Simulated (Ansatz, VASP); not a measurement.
**AgI: VASP beside Ansatz**

```
CELL_PARAMETERS angstrom
4.50741 0.00000 0.00000
-2.25371 3.90354 0.00000
0.00000 0.00000 7.29625
ATOMIC_POSITIONS crystal
Ag 0.66667 0.33333 0.62623
Ag 0.33333 0.66667 0.12623
I 0.66667 0.33333 0.00377
I 0.33333 0.66667 0.50377
```

Change from the starting cell: film at in-plane strain +0.005.

Alike in both runs: task single point; functional LDA; k mesh 6 × 6 × 4; no spin polarisation.

|  | VASP | Ansatz |
| --- | --- | --- |
| version | VASP 6.6.1 | Ansatz 0.2.0 |
| potentials or method | VASP PAW LDA potentials, release 64 (Ag, I), cutoff 500 eV | all-electron LAPW, scalar-relativistic |
| occupations | gaussian, width 0.01 eV | fixed |

|  | VASP | Ansatz | Ansatz less VASP |
| --- | --- | --- | --- |
| gap on the k mesh at the Fermi level (eV) | 1.13 | 1.10 | -0.038 |
| pressure (GPa) | -0.1 | -0.1 | 0.00 |
| traceless stress, the component that is largest in VASP (GPa) | 0.16 | 0.16 | -0.002 |

LDA's correlation is that of Perdew and Zunger in VASP and of Perdew and Wang (1992) in Ansatz. Ansatz ran all-electron here, and VASP with PAW potentials.

Spin-orbit coupling is off throughout.
